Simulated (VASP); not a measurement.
Wanted: the native input for a VASP 6.6.1 run.

| Item | Value |
| --- | --- |
| Task | single point |
| Functional | PBE |
| Dispersion | D3(BJ) |
| Potentials or basis | VASP PAW PBE potentials, release 64 (Se, Pt) |
| Cutoff | 520 eV |
| k mesh | 3 × 3 × 1 |
| Occupations | gaussian, width 0.1 eV |
| Spin | no spin polarisation |
| Dipole correction | yes |
| Further INCAR settings | ALGO = Normal; EDIFF = 1e-06; NBANDS = 56 |

The structure of PtSe2 lies in POSCAR:

```
PtSe2
1.0
    7.5434048737      0.0000000000      0.0000000000
   -3.7717024368      6.5327802516      0.0000000000
    0.0000000000      0.0000000000     20.5608116858
Se Pt
8 4
Direct
    0.3333333333      0.1666666667      0.3890896975
    0.3333333333      0.6666666667      0.3890896975
    0.8333333333      0.1666666667      0.3890896975
    0.8333333333      0.6666666667      0.3890896975
    0.1665211331      0.3330486214      0.5143209394
    0.1663515356      0.8335501946      0.5141813110
    0.6666667240      0.3333046959      0.5144227488
    0.6671348026      0.8334606594      0.5141905176
    0.0000251049      0.0000707635      0.4516006642
    0.0000049805      0.5000141232      0.4517444805
    0.4999949820     -0.0000263777      0.4517739538
    0.5000241279      0.5000202354      0.4517416211
```

These files were run (other wordings do the same):

INCAR

```
PREC = Accurate
ENCUT = 520
EDIFF = 1E-6
ISMEAR = 0
SIGMA = 0.1
LREAL = False
LASPH = True
NELM = 80
ALGO = Normal
ISIF = 2
LWAVE = False
LCHARG = True
LDIPOL = True
IDIPOL = 3
DIPOL = 0.5 0.5 0.452
GGA = PE
IVDW = 12
LELF = True
LVHAR = True
LVACPOTAV = True
NBANDS = 56
```

KPOINTS

```
Automatic mesh
0
Gamma
  3 3 1
```

Potentials or basis: VASP PAW PBE potentials, release 64 (Se, Pt).

Command:

```console
$ cat potpaw_PBE.64/Se/POTCAR potpaw_PBE.64/Pt/POTCAR > POTCAR
$ mpirun -np 1 vasp_std > vasp.out
```

Results of the run:

```yaml
Largest_force: 0.036 eV/Å
Band_gap_on_the_k_mesh: 1.64 eV
Dispersion_energy_per_atom: -0.290 eV
```

Caveat: spin-orbit coupling is left out, which moves the levels of the heavy elements.

Wall time 7.8 min on 1 thread of Intel(R) Xeon(R) 6975P-C (Granite Rapids), on a shared host, peak memory 1.1 GiB.
